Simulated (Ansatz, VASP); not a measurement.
## One calculation of HC, two programs

Contents of INCAR:

```
SYSTEM = HC
ALGO = Normal
EDIFF = 1E-6
ENCUT = 520
GGA = RP
GGA_COMPAT = .FALSE.
ISIF = 2
ISMEAR = 0
LASPH = .TRUE.
LCHARG = .FALSE.
LREAL = .FALSE.
LWAVE = .FALSE.
NBANDS = 13
NELM = 120
NELMDL = -8
PREC = Accurate
SIGMA = 0.01
```

KPOINTS

```
k-points
0
G
  1 1 1
  0 0 0
```

The input POSCAR:

```
HC
1.0
   12.0000000000      0.0000000000      0.0000000000
    0.0000000000     12.5000000000      0.0000000000
    0.0000000000      0.0000000000     13.0000000000
C H
2 2
Direct
    0.5000000000      0.5000000000      0.5463979933
    0.5000000000      0.5000000000      0.4536020067
    0.5000000000      0.5000000000      0.3712640089
    0.5000000000      0.5000000000      0.6287359911
```

Input for Ansatz:

```yaml
crystal:
  lattice:
    - [12.0, 0.0, 0.0]
    - [0.0, 12.5, 0.0]
    - [0.0, 0.0, 13.0]
  atoms:
    - { symbol: C, position: [0.5, 0.5, 0.5463979933] }
    - { symbol: C, position: [0.5, 0.5, 0.4536020067] }
    - { symbol: H, position: [0.5, 0.5, 0.3712640089] }
    - { symbol: H, position: [0.5, 0.5, 0.6287359911] }
scf:
  occupations: { method: fixed }
output:
  forces: true
hamiltonian:
  xc: rpbe
kpoints:
  mp_grid: { grid: [1, 1, 1] }
```

Alike in both runs: task single point; functional RPBE; k mesh 1 × 1 × 1; no spin polarisation.

|  | VASP | Ansatz |
| --- | --- | --- |
| version | VASP 6.6.1 | Ansatz 0.2.0 |
| potentials or method | VASP PAW PBE potentials, release 64 (C, H) | scalar-relativistic, plane waves, PAW |
| plane-wave cutoff (eV) | 520 | 420 |
| occupations | gaussian, width 0.01 eV | fixed |
| valence electrons in the cell | 10 | 10 |

Ansatz gave:

* rms of the force components (eV/Å): 0.142

Question: What did VASP give for the same quantities?

Answer: rms of the force components (eV/Å): 0.197.

VASP's potentials were made for PBE, not for RPBE. Atom by atom the forces differ by 0.056 eV/Å (rms over components).
